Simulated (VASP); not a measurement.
The system is SiC.

```
CELL_PARAMETERS angstrom
0.00000 2.17805 2.17805
2.17805 0.00000 2.17805
2.17805 2.17805 0.00000
ATOMIC_POSITIONS crystal
Si 0.00000 0.00000 0.00000
C 0.25000 0.25000 0.25000
```

Program: VASP 6.6.1. Alike in all runs: task single point; potentials or basis VASP PAW PBE potentials, release 64 (Si, C); no spin polarisation; cell as given.

**Question.** Order these runs on this cell by their pressure, lowest first.
A. level PBE; k mesh 8 × 8 × 8; cutoff (eV) 600; smearing methfessel-paxton 0.05 eV
B. level PBE-based screened hybrid; k mesh 4 × 4 × 4; cutoff (eV) 520; smearing gaussian 0.01 eV; grid for exact exchange (PRECFOCK) Normal; share of exact exchange 0.2; screening parameter 0.5 1/Å
C. level PBE-based global hybrid; k mesh 4 × 4 × 4; cutoff (eV) 520; smearing gaussian 0.01 eV; grid for exact exchange (PRECFOCK) Normal; share of exact exchange 0.5

**Answer.** C (-6.4 GPa), B (0.9 GPa), A (3.4 GPa).

Caveats: some runs use coarse meshes; the PAW data sets were made with another functional, which shifts forces and pressure a little (some runs).
